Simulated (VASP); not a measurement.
A run of VASP 6.6.1:

The input INCAR:

```
ALGO     = Normal         # electronic algorithm
EDIFF    = 1E-6           # SCF threshold, eV
ENCUT    = 520            # plane-wave cutoff, eV
GGA      = PE             # functional
ISIF     = 2              # what is computed and relaxed
ISMEAR   = 0              # smearing method
LASPH    = T              # aspherical terms in the spheres
LCHARG   = T              # write CHGCAR
LELF     = T              # ELF
LREAL    = F              # projectors in reciprocal space
LVHAR    = T            
LWAVE    = F              # write WAVECAR
NBANDS   = 16             # bands
NELM     = 60             # most SCF steps
PREC     = Accurate       # precision mode
SIGMA    = 0.1            # smearing width, eV
```

KPOINTS

```
k-points
0
Gamma
  6 6 6
```

File POSCAR:

```
InP
1.0
    3.0083873046      0.0000000000      0.0000000000
   -1.5041936523      2.6053398302      0.0000000000
    0.0000000000      0.0000000000      5.3673826998
In P
1 1
Direct
    0.0000000000      0.0000000000      0.0000000000
    0.0000000000      0.0000000000      0.5000000000
```

Potentials or basis: VASP PAW PBE potentials, release 64 (In_d, P).

Launch:

```console
$ cat potpaw_PBE.64/In_d/POTCAR potpaw_PBE.64/P/POTCAR > POTCAR
$ mpirun -np 1 vasp_std > vasp.out
```

Hardware: 1 thread of AMD EPYC 9R45 96-Core Processor (Zen 5) (shared host).

Problem. Estimate the wall time of this run.

Solution. Run time: 9.8 s on 1 thread of AMD EPYC 9R45 96-Core Processor (Zen 5), with other jobs on the host, peak memory 0.13 GiB. Counts: scf iterations 12, k points 28.
